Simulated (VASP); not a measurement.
# Ni (Fm-3m) in VASP: further runs, part 2 of 2

VASP 6.6.1. The steps go on from the part before.

**5. Single point, PBE**

This run uses another cell than the first one, of 10.83 Å³/atom.

Input file INCAR:

```
PREC = Accurate
ENCUT = 520
EDIFF = 1E-6
ISMEAR = -1
SIGMA = 0.05
LREAL = False
LASPH = True
NELM = 80
ALGO = Normal
ISIF = 2
LWAVE = False
LCHARG = False
GGA = PE
NBANDS = 11
```

Input file KPOINTS:

```
Automatic mesh
0
Gamma
  21 21 21
```

Input file POSCAR:

```
Ni
1.0
    0.0000000000      1.7560872397      1.7560872397
    1.7560872397      0.0000000000      1.7560872397
    1.7560872397      1.7560872397      0.0000000000
Ni
1
Direct
    0.0000000000      0.0000000000      0.0000000000
```

Potentials or basis: VASP PAW PBE potentials, release 64 (Ni).

Started as:

```console
$ cat potpaw_PBE.64/Ni/POTCAR > POTCAR
$ mpirun -np 1 vasp_std > vasp.out
```

OUTCAR:

```text
PREC = Accurate
   ENCUT = 520
   EDIFF = 1E-6
   ISMEAR = -1
   LREAL = False
   LASPH = True
   NELM = 80
   ISIF = 2
   GGA = PE

 ion  position               nearest neighbor table
   1  0.000  0.000  0.000-

  LATTYP: Found a face centered cubic cell.
 ALAT       =     3.5121744794

  Lattice vectors:

 A1 = (   0.0000000000,   1.7560872397,   1.7560872397)
 A2 = (   1.7560872397,   0.0000000000,   1.7560872397)
 A3 = (   1.7560872397,   1.7560872397,   0.0000000000)

Analysis of symmetry for initial positions (statically):
=====================================================================
 Subroutine PRICEL returns:
 Original cell was already a primitive cell.

 Routine SETGRP: Setting up the symmetry group for a
 face centered cubic supercell.

 Subroutine GETGRP returns: Found 48 space group operations
 (whereof 48 operations were pure point group operations)
 out of a pool of 48 trial point group operations.

The static configuration has the point symmetry O_h .

Analysis of symmetry for dynamics (positions and initial velocities):
=====================================================================
 Subroutine PRICEL returns:
 Original cell was already a primitive cell.

 Routine SETGRP: Setting up the symmetry group for a
 face centered cubic supercell.

 Subroutine GETGRP returns: Found 48 space group operations
 (whereof 48 operations were pure point group operations)
 out of a pool of 48 trial point group operations.

The dynamic configuration has the point symmetry O_h .

 Subroutine INISYM returns: Found 48 space group operations
 (whereof 48 operations are pure point group operations),
 and found     1 'primitive' translations

----------------------------------------------------------------------------------------

                                     Primitive cell

  volume of cell :      10.8310

  direct lattice vectors                    reciprocal lattice vectors
     0.000000000  1.756087240  1.756087240    -0.284723896  0.284723896  0.284723896
     1.756087240  0.000000000  1.756087240     0.284723896 -0.284723896  0.284723896
     1.756087240  1.756087240  0.000000000     0.284723896  0.284723896 -0.284723896

  length of vectors
     2.483482391  2.483482391  2.483482391     0.493156253  0.493156253  0.493156253

  position of ions in fractional coordinates (direct lattice)
     0.000000000  0.000000000  0.000000000

  ion indices of the primitive-cell ions
   primitive index   ion index
                 1           1

----------------------------------------------------------------------------------------

 KPOINTS: Automatic mesh

Automatic generation of k-mesh.
 Grid dimensions read from file:
 generate k-points for:   21   21   21

 Generating k-lattice:

  Cartesian coordinates                     Fractional coordinates (reciprocal lattice)
    -0.013558281  0.013558281  0.013558281     0.047619048  0.000000000  0.000000000
     0.013558281 -0.013558281  0.013558281     0.000000000  0.047619048  0.000000000
     0.013558281  0.013558281 -0.013558281     0.000000000  0.000000000  0.047619048

  Length of vectors
     0.023483631  0.023483631  0.023483631

  Shift w.r.t. Gamma in fractional coordinates (k-lattice)
     0.000000000  0.000000000  0.000000000

 Subroutine IBZKPT returns following result:
 ===========================================

 Found    286 irreducible k-points:

 Following reciprocal coordinates:
            Coordinates               Weight
  0.000000  0.000000  0.000000      1.000000
  0.047619  0.000000  0.000000      8.000000
  0.095238  0.000000  0.000000      8.000000
  0.142857  0.000000  0.000000      8.000000
  0.190476  0.000000  0.000000      8.000000
  0.238095  0.000000  0.000000      8.000000
[... 16 lines left out ...]
 -0.428571  0.047619  0.000000     24.000000
 -0.380952  0.047619  0.000000     24.000000
 [... further k-points ...]
   k-points           NKPTS =    286   k-points in BZ     NKDIM =    286   number of bands    NBANDS=     11
   number of dos      NEDOS =    301   number of ions     NIONS =      1
   total plane-waves  NPLWV =   5832
   dimension x,y,z NGX =    18 NGY =   18 NGZ =   18
   dimension x,y,z NGXF=    36 NGYF=   36 NGZF=   36
   ions per type =               1
   NGX,Y,Z   is equivalent  to a cutoff of  12.05, 12.05, 12.05 a.u.
   NGXF,Y,Z  is equivalent  to a cutoff of  24.10, 24.10, 24.10 a.u.
 SYSTEM =  unknown system
   PREC   = accura    normal or accurate (medium, high low for compatibility)
   ISTART =      0    job   : 0-new  1-cont  2-samecut
   ICHARG =      2    charge: 1-file 2-atom 10-const
   ISPIN  =      1    spin polarized calculation?
   LNONCOLLINEAR =      F non collinear calculations
   LSORBIT =      F    spin-orbit coupling
   LASPH  =      T    aspherical Exc in radial PAW
   ENCUT  =  520.0 eV  38.22 Ry    6.18 a.u.   4.62  4.62  4.62*2*pi/ulx,y,z
   NELM   =     80;   NELMIN=  2; NELMDL= -5     # of ELM steps
   EDIFF  = 0.1E-05   stopping-criterion for ELM
   LREAL  =      F    real-space projection
   EDIFFG = 0.1E-04   stopping-criterion for IOM
   NSW    =      0    number of steps for IOM
   IBRION =     -1    ionic relax: 0-MD 1-quasi-New 2-CG
   NFREE  =      0    steps in history (QN), initial steepest desc. (CG)
   ISIF   =      2    stress and relaxation
   ISYM   =      2    0-nonsym 1-usesym 2-fastsym
   POTIM  = 0.5000    time-step for ionic-motion
   TEBEG  =    0.0;   TEEND  =   0.0 temperature during run
   PSTRESS=    0.0 pullay stress
   NELECT =      10.0000    total number of electrons
   NUPDOWN=      -1.0000    fix difference up-down
   EMIN   =  10.00;   EMAX   =-10.00  energy-range for DOS
   EFERMI =   0.00;   METHOD = LEGACY
   ISMEAR =    -1;   SIGMA  =   0.05  broadening in eV -4-tet -1-fermi 0-gaus
   EFERMI_NEDOS =   21; number of points for ismear=-14 and -15
   IALGO  =     38    algorithm
   IMIX   =      4    mixing-type and parameters
     AMIX     =   0.40;   BMIX     =  1.00
     AMIX_MAG =   1.60;   BMIX_MAG =  1.00
  volume/ion in A,a.u.               =      10.83        73.09
  Fermi-wavevector in a.u.,A,eV,Ry     =   1.594112  3.012434 34.575017  2.541192
  Thomas-Fermi vector in A             =   2.692237
   LORBIT       =      0    0 simple, 1 ext, 2 COOP (PROOUT), +10 PAW based schemes
   GGA     = PE    functional components
   LHFCALC =     F    Hartree Fock is set to
   AEXX    =    0.0000 exact exchange contribution
   IVDW    =     0    specifies the selected vdW correction
   LEPSILON=     F    determine dielectric tensor
   LRPA    =     F    only Hartree local field effects (RPA)
 non-spin polarized calculation
  energy-cutoff  :      520.00
  volume of cell :       10.83
 maximum number of plane-waves:       303
   NGX =  9   NGY =  9   NGZ =  9

 number of electron      10.0000013 magnetization

 Free energy of the ion-electron system (eV)
  ---------------------------------------------------
  ext. energy  EPLUGINS =         0.00000000
  ---------------------------------------------------
  free energy    TOTEN  =        -5.42779266 eV

  energy without entropy =       -5.39886130  energy(sigma->0) =       -5.41332698

 E-fermi :   9.2565     XC(G=0): -13.2801

 val. band max:        9.2563517778   @ k =  -0.3333   0.3810   0.1905
 cond. band min:       9.2565837222   @ k =   0.4286   0.3810   0.0000
 fundamental gap:      0.0002319444
 Fermi energy:         9.2565302613

 k-point     1 :       0.0000    0.0000    0.0000
  band No.  band energies     occupation
      1       0.3811      2.00000
      2       7.3944      2.00000
      3       7.3944      2.00000
      4       7.3944      2.00000
      5       8.4983      2.00000
      6       8.4983      2.00000
      7      33.1203      0.00000
      8      37.0890      0.00000
      9      37.0890      0.00000
     10      37.0890      0.00000
     11      40.1080      0.00000

 k-point     2 :       0.0476    0.0000    0.0000
  band No.  band energies     occupation
      1       0.4704      2.00000
      2       7.3695      2.00000
      3       7.4150      2.00000
      4       7.4150      2.00000
      5       8.4892      2.00000
      6       8.4892      2.00000
      7      32.8765      0.00000
      8      35.8117      0.00000
      9      36.8739      0.00000
     10      36.8739      0.00000
     11      40.4245      0.00000
[... 295 lines left out ...]
 k-point    24 :      -0.3810    0.0476    0.0000
  band No.  band energies     occupation
      1       4.5934      2.00000
      2       7.3819      2.00000
      3       7.4374      2.00000
      4       7.8015      2.00000
      5       9.0140      1.98449
      6       9.3601      0.22364
      7      17.5867      0.00000
      8      31.1766      0.00000
      9      33.3859      0.00000
     10      34.9985      0.00000
     11      37.3528      0.00000

 [... further k-points ...]
[... 5 lines left out ...]
  --------------------------------------------------------------------------------------
  -------------------------------------------------------------------------------------
  Total        0.0014384      0.0014384      0.0014384      0.0000000      0.0000000     -0.0000000
  in kB        0.2127768      0.2127768      0.2127768      0.0000000      0.0000000     -0.0000000
  external PRESSURE =       0.2127768 kB  Pullay stress =       0.0000000 kB

 VOLUME and BASIS-vectors are now :
 -----------------------------------------------------------------------------
  energy-cutoff  :      520.00
  volume of cell :       10.83
      direct lattice vectors                 reciprocal lattice vectors
     0.000000000  1.756087240  1.756087240    -0.284723896  0.284723896  0.284723896
     1.756087240  0.000000000  1.756087240     0.284723896 -0.284723896  0.284723896
     1.756087240  1.756087240  0.000000000     0.284723896  0.284723896 -0.284723896

 POSITION                                       TOTAL-FORCE (eV/Angst)
 -----------------------------------------------------------------------------------
      0.00000      0.00000      0.00000        -0.000000     -0.000000      0.000000
 -----------------------------------------------------------------------------------
    total drift:                                0.000000     -0.000000      0.000000

  FREE ENERGIE OF THE ION-ELECTRON SYSTEM (eV)
  ---------------------------------------------------
  free  energy   TOTEN  =        -5.4277926589 eV

  energy  without entropy=       -5.3988612953  energy(sigma->0) =       -5.41332698
```

OSZICAR:

```text
N       E                     dE             d eps       ncg     rms          rms(c)
DAV:   1     0.292082494789E+02    0.29208E+02   -0.49413E+03  6522   0.125E+03
DAV:   2    -0.554311122704E+01   -0.34751E+02   -0.32948E+02  6511   0.173E+02
DAV:   3    -0.646644621883E+01   -0.92333E+00   -0.91385E+00  7034   0.329E+01
DAV:   4    -0.647431681156E+01   -0.78706E-02   -0.78678E-02  7105   0.271E+00
DAV:   5    -0.647448921180E+01   -0.17240E-03   -0.17240E-03  7201   0.384E-01    0.975E+00
DAV:   6    -0.579045617349E+01    0.68403E+00   -0.15430E+01  7602   0.547E+01    0.590E+00
DAV:   7    -0.544624454693E+01    0.34421E+00   -0.27895E+00  7525   0.215E+01    0.171E+00
DAV:   8    -0.542961916956E+01    0.16625E-01   -0.24555E-02  8949   0.153E+00    0.485E-01
DAV:   9    -0.542777888624E+01    0.18403E-02   -0.23576E-03  9341   0.337E-01    0.764E-02
DAV:  10    -0.542779518956E+01   -0.16303E-04   -0.18816E-05  6676   0.435E-02    0.346E-02
DAV:  11    -0.542779261230E+01    0.25773E-05   -0.10925E-06  5387   0.154E-02    0.269E-03
DAV:  12    -0.542779265886E+01   -0.46566E-07   -0.63389E-08  3467   0.244E-03
   1 F= -.54277927E+01 E0= -.54133270E+01  d E =-.289314E-01
```

It took 24 s on 1 thread of AMD EPYC 7R43 (Zen 3), shared host; peak memory 0.11 GiB.

What came out:

```yaml
Free_energy: -5.4278 eV
Pressure: 0.0 GPa
Band_gap_on_the_k_mesh: zero (bands 5 and 6 overlap by 0.96 eV)
```

Caveat: the run has no spin polarisation, though such a crystal can be magnetic.

**6. Relaxation of cell and atoms, PBE**

This run uses another cell than the first one, of 10.90 Å³/atom.

Input file INCAR:

```
SYSTEM = Ni
PREC = Accurate
ENCUT = 600
EDIFF = 1E-6
ISMEAR = -1
SIGMA = 0.05
LREAL = .FALSE.
LASPH = .TRUE.
NELM = 100
ALGO = Normal
ISIF = 3
LWAVE = .FALSE.
LCHARG = .FALSE.
GGA = PE
IBRION = 2
NSW = 60
EDIFFG = -0.005
```

Input file KPOINTS:

```
Automatic mesh
0
G
  21 21 21
  0 0 0
```

Input file POSCAR:

```
Ni
1.0
    0.0000000000      1.7597012234      1.7597012234
    1.7597012234      0.0000000000      1.7597012234
    1.7597012234      1.7597012234      0.0000000000
Ni
1
Direct
    0.0000000000      0.0000000000      0.0000000000
```

Potentials or basis: VASP PAW PBE potentials, release 64 (Ni).

Started as:

```console
$ cat potpaw_PBE.64/Ni/POTCAR > POTCAR
$ mpirun -np 1 vasp_std > vasp.out
```

Wall time 45 s (1 thread of AMD EPYC 7R43 (Zen 3), shared host); peak memory 0.13 GiB.

Results (log left out):

```
Free energy                           : -5.4275 eV
Relaxed volume                        : 10.82 Å³/atom
Relaxed cell                          : a = 2.483 Å, b = 2.483 Å, c = 2.483 Å, α = 60.00°, β = 60.00°, γ = 60.00°
Space group after relaxing (to 0.1 Å) : Fm-3m (No. 225)
Energy gained by relaxing             : 0.3 meV/atom
Ionic steps                           : 3
Pressure after relaxing               : 0.0 GPa
Band gap on the k mesh                : zero (bands 5 and 6 overlap by 0.96 eV)
```

Step by step:
```
step  energy change (eV)  largest force (eV/Å)  pressure (GPa)  volume (Å³)
   1              0.0000                0.0000           -1.27        10.90
   2             -0.0001                0.0000            1.18        10.76
   3             -0.0003                0.0000            0.03        10.82
```

Final structure:
```
CELL_PARAMETERS angstrom
0.00000 1.75573 1.75573
1.75573 0.00000 1.75573
1.75573 1.75573 0.00000
ATOMIC_POSITIONS crystal
Ni 0.00000 0.00000 0.00000
```

Levels at points of the mesh, in eV from the Fermi level:
| k point | band 2 | band 3 | band 4 | band 5 | band 6 | band 7 | band 8 | band 9 |
| --- | --- | --- | --- | --- | --- | --- | --- | --- |
| (0.00, 0.00, 0.00) | -1.86 | -1.86 | -1.86 | -0.76 | -0.76 | 23.87 | 27.84 | 27.84 |

Caveat: the run has no spin polarisation, though such a crystal can be magnetic. Spin polarisation is off, so any magnetic state and its effect on volume and gap are missing.

**7. Summary**

| task | cell | cutoff (eV) | gap on the mesh (eV) | pressure (GPa) |
| --- | --- | --- | --- | --- |
| single point | a = 2.184 Å, angles 60.0°, 1 atom | 600 | none | 196.0 |
| single point | a = 2.483 Å, angles 60.0°, 1 atom | 600 | none | -0.1 |
| single point | a = 2.415 Å, angles 60.0°, 1 atom | 520 | none | 20.4 |
| single point | a = 2.483 Å, angles 60.0°, 1 atom | 520 | none | 0.0 |
| relaxation of cell and atoms | relaxed from a = 2.489 Å, angles 60.0°, 1 atom | 600 | none | 0.0 |

Alike in all rows: level PBE; potentials or basis VASP PAW PBE potentials, release 64 (Ni); no spin polarisation; k mesh 21 × 21 × 21; smearing fermi-dirac 0.05 eV.

Caveats: the run has no spin polarisation, though such a crystal can be magnetic; the cell stands under pressure (at least some runs).

Absolute energies hang on the potentials; compare differences alone.
